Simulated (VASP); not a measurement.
A run of VASP 6.6.1 is set up as follows.

Contents of INCAR:

```
SYSTEM = Ni
ALGO     = Normal         ! electronic algorithm
EDIFF    = 1E-6           ! SCF threshold, eV
ENCUT    = 600            ! plane-wave cutoff, eV
GGA      = PE             ! functional
GGA_COMPAT= .False.      
ISIF     = 2              ! what is computed and relaxed
ISMEAR   = -1             ! smearing method
LASPH    = .True.         ! aspherical terms in the spheres
LCHARG   = .False.        ! write CHGCAR
LREAL    = .False.        ! projectors in reciprocal space
LWAVE    = .False.        ! write WAVECAR
NBANDS   = 11             ! bands
NELM     = 120            ! most SCF steps
PREC     = Accurate       ! precision mode
SIGMA    = 0.1            ! smearing width, eV
```

KPOINTS

```
k-points
0
Gamma
  12 12 12
  0 0 0
```

POSCAR

```
Ni
1.0
    0.0000000000      1.7572466680      1.7572466680
    1.7572466680      0.0000000000      1.7572466680
    1.7572466680      1.7572466680      0.0000000000
Ni
1
Direct
    0.0000000000      0.0000000000      0.0000000000
```

Potentials or basis: VASP PAW PBE potentials, release 64 (Ni).

Command:

```bash
$ cat potpaw_PBE.64/Ni/POTCAR > POTCAR
$ mpirun -np 1 vasp_std > vasp.out
```

Problem. Predict the band gap on the k mesh.

Solution. Zero (band 5 reaches 9.40 eV, above the bottom of band 6 at 8.43 eV).

Problem. Predict the pressure.

Solution. -0.2 GPa.

Caveat: the run has no spin polarisation, though such a crystal can be magnetic. Spin polarisation is off, so any magnetic state and its effect on volume and gap are missing.
